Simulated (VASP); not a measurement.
LiH:

```xyz
2
Lattice="2.0368 2.0368 0.0000 -2.0368 2.0368 0.0000 0.0000 2.0368 2.0368" Properties=species:S:1:pos:R:3 pbc="T T T"
Li    0.0000    0.0000    0.0000
H     0.0000    2.0368    0.0000
```

| Property | Result |
| --- | --- |
| Program | VASP 6.6.1 |
| Task | relaxation of cell and atoms |
| Functional | r2SCAN |
| Potentials or basis | VASP PAW PBE potentials, release 64 (Li_sv, H) |
| Cutoff | 600 eV |
| k mesh | 14 × 14 × 14 |
| Occupations | fermi-dirac, width 0.05 eV |
| Spin | no spin polarisation |

At the start: pressure -1.9 GPa; volume 8.45 Å³/atom.

Task: Where does the relaxation end?

Result: Over 5 steps the energy falls by 3.0 meV/atom and the volume is 7.95 Å³/atom (-5.9 %); space group Fm-3m (No. 225, to 0.05 Å).

The path:
```
step  energy change (eV)  largest force (eV/Å)  pressure (GPa)  volume (Å³)
   1              0.0000                0.0000           -1.94        16.90
   2             -0.0026                0.0000           -1.37        16.65
   3             -0.0058                0.0000           -0.45        16.09
   4             -0.0060                0.0000            0.17        15.83
   5             -0.0061                0.0000            0.01        15.90
```

Final structure:
```yaml
crystal:
  lattice:
    - [1.99595, 1.99595, 0.00000]
    - [-1.99595, 1.99595, 0.00000]
    - [0.00000, 1.99595, 1.99595]
  atoms:
    - { symbol: Li, position: [0.00000, 0.00000, 0.00000] }
    - { symbol: H, position: [0.50000, 0.50000, 0.00000] }
```

Caveat: the cutoff is under 1.25 times the usual one of these potentials, so pressure, stress and relaxed cells hold a basis-set (Pulay) error; the PAW data sets were made with another functional, which shifts forces and pressure a little.
